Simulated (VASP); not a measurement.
Al32N31 (a cell with a defect): single point with PBEsol

System: Al32N31 (a cell with a defect).

```
Al N
1.0
     8.75544    0.00000    0.00000
     0.00000    8.75544    0.00000
     0.00000    0.00000    8.75544
Al N
32 31
Direct
  0.00016 0.00038 0.00118
  0.00302 0.00316 0.49909
  0.00300 0.49833 0.00394
  0.00176 0.50008 0.50087
  0.49815 0.00320 0.00393
  0.49987 0.00194 0.50089
  0.49989 0.50011 0.00270
  0.47349 0.47370 0.47446
  0.24915 0.24937 0.00107
  0.24636 0.24651 0.49899
  0.24649 0.75145 0.00390
  0.24757 0.74966 0.50092
  0.75128 0.24668 0.00389
  0.74945 0.24776 0.50089
  0.74948 0.74969 0.00287
  0.77577 0.77597 0.47467
  0.24917 0.00033 0.25011
  0.24647 0.00313 0.75224
  0.24633 0.49821 0.24728
  0.24758 0.50016 0.75041
  0.75121 0.00308 0.24748
  0.74951 0.00211 0.75045
  0.74945 0.50016 0.24852
  0.77578 0.47389 0.77672
  0.00014 0.24934 0.25013
  0.00292 0.24667 0.75217
  0.00293 0.75141 0.24745
  0.00194 0.74969 0.75048
  0.49803 0.24653 0.24726
  0.49998 0.24777 0.75043
  0.49993 0.74966 0.24854
  0.47372 0.77593 0.77669
  0.12484 0.12507 0.12581
  0.12486 0.12506 0.62585
  0.12487 0.62509 0.12582
  0.12480 0.62502 0.62579
  0.62489 0.12507 0.12582
  0.62481 0.12501 0.62578
  0.62479 0.62504 0.12577
  0.37499 0.37522 0.12594
  0.37428 0.37448 0.62722
  0.37511 0.87490 0.12560
  0.37413 0.87568 0.62434
  0.87467 0.37532 0.12563
  0.87542 0.37438 0.62428
  0.87465 0.87487 0.12607
  0.87549 0.87567 0.62744
  0.37500 0.12521 0.37596
  0.37509 0.12488 0.87564
  0.37425 0.62645 0.37523
  0.37415 0.62357 0.87642
  0.87465 0.12483 0.37607
  0.87468 0.12528 0.87564
  0.87543 0.62353 0.37517
  0.87546 0.62668 0.87643
  0.12501 0.37520 0.37598
  0.12463 0.37532 0.87560
  0.12466 0.87487 0.37606
  0.12506 0.87491 0.87569
  0.62623 0.37449 0.37522
  0.62335 0.37439 0.87642
  0.62329 0.87561 0.37520
  0.62645 0.87570 0.87643
```

```yaml
Program: VASP 6.6.1
Task: single point
Functional: PBEsol
Potentials_or_basis: VASP PAW PBE potentials, release 64 (Al, N)
Cutoff: 520 eV
k_mesh: 1 × 1 × 1, shifted
Occupations: fermi-dirac, width 0.05 eV
Spin: no spin polarisation
```

```
Largest force : 0.059 eV/Å
```

Forces on the atoms (eV/Å):
```
Al   0.021  0.022  0.021
Al   0.017  0.022  0.027
Al   0.017  0.028  0.022
Al   0.023  0.021  0.016
Al   0.025  0.020  0.023
Al   0.018  0.028  0.016
Al   0.017  0.018  0.027
Al   0.013  0.012  0.011
Al   0.020  0.021  0.023
Al   0.030  0.036  0.026
Al   0.016  0.025  0.028
Al   0.020  0.009  0.004
Al   0.019  0.021  0.030
Al   0.007  0.022  0.005
Al   0.020  0.022  0.011
Al   0.026  0.026  0.036
Al   0.021  0.022  0.021
Al   0.017  0.030  0.024
Al   0.030  0.027  0.035
Al   0.021  0.004  0.010
Al   0.023  0.035  0.016
Al   0.019  0.010  0.023
Al   0.007  0.005  0.024
Al   0.024  0.036  0.027
Al   0.017  0.027  0.021
Al   0.028  0.020  0.025
Al   0.028  0.028  0.018
Al   0.006  0.023  0.022
Al   0.023  0.034  0.036
Al   0.003  0.023  0.010
Al   0.003  0.009  0.023
Al   0.032  0.030  0.029
N   -0.021 -0.025 -0.024
N   -0.023 -0.025 -0.023
N   -0.024 -0.023 -0.025
N   -0.020 -0.020 -0.019
N   -0.020 -0.027 -0.024
N   -0.016 -0.023 -0.019
N   -0.015 -0.020 -0.020
N   -0.017 -0.021 -0.024
N   -0.036 -0.037  0.023
N   -0.026 -0.027 -0.019
N   -0.012 -0.017 -0.035
N   -0.023 -0.030 -0.021
N   -0.010 -0.019 -0.033
N   -0.019 -0.024 -0.020
N   -0.017 -0.018 -0.035
N   -0.017 -0.027 -0.020
N   -0.026 -0.022 -0.026
N   -0.036  0.022 -0.036
N   -0.012 -0.036 -0.015
N   -0.022 -0.021 -0.028
N   -0.020 -0.019 -0.022
N   -0.010 -0.034 -0.018
N   -0.015 -0.036 -0.018
N   -0.024 -0.020 -0.020
N   -0.019 -0.030 -0.025
N   -0.020 -0.026 -0.030
N   -0.017 -0.025 -0.024
N    0.025 -0.039 -0.037
N   -0.033 -0.017 -0.013
N   -0.031 -0.011 -0.019
N   -0.032 -0.021 -0.020
```

Levels at points of the mesh, in eV from the Fermi level:
```csv
k point,band 121,band 122,band 123,band 124,band 125,band 126,band 127,band 128
"(0.25, 0.25, 0.25)",-1.04,-1.04,-0.94,-0.94,0.89,2.86,3.37,3.37
```

It took 30 min on 1 thread of Intel Xeon 8259CL, with other jobs on the host, peak memory 0.83 GiB.

Caveat: the cell carries a net charge on a neutralising background, which shifts energy and pressure; the cell is charged against a uniform background, so pressure and absolute levels hang on convention; the PAW data sets were made with another functional, which shifts forces and pressure a little.
